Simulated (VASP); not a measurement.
NiO:

```
CELL_PARAMETERS angstrom
-2.09695 -4.19390 -2.09695
-2.09695 0.00000 -2.09695
2.09695 0.00000 -2.09695
ATOMIC_POSITIONS crystal
Ni 0.00000 0.00000 0.00000
Ni 0.50000 0.00000 0.50000
O 0.00000 0.50000 0.50000
O 0.50000 0.50000 0.00000
```

Base run:

* Program: VASP 6.6.1
* Functional: PBE
* Potentials or basis: VASP PAW PBE potentials, release 64 (Ni, O)
* Cutoff: 520 eV
* k mesh: 5 × 8 × 7
* Occupations: fermi-dirac, width 0.03 eV
* Spin: no spin polarisation
* Hubbard terms: Ni d U = 2.9 eV

Its results: band gap on the k mesh zero (bands 16 and 17 overlap by 2.42 eV); pressure -8.5 GPa.

Question: The run is repeated on the same cell with these changes: spin from no spin polarisation to collinear spin, ferromagnetic start; further incar settings from ALGO = Normal; EDIFF = 1e-06; NBANDS = 24; ISYM = 0 to ALGO = Normal; EDIFF = 1e-06; NBANDS = 28; ISYM = 0. What comes out?

Answer: Band gap on the k mesh 0.83 eV; pressure 3.4 GPa; net moment 4.00 μB per cell; site moments Ni +1.71; O +0.25 μB.

Caveats: the cell stands under tension (at least some runs); U without spin polarisation on a metal has little footing (at least some runs); the cell stands under pressure (at least some runs); an odd mesh through Γ misses points on the zone boundary, where band edges can lie (at least some runs).
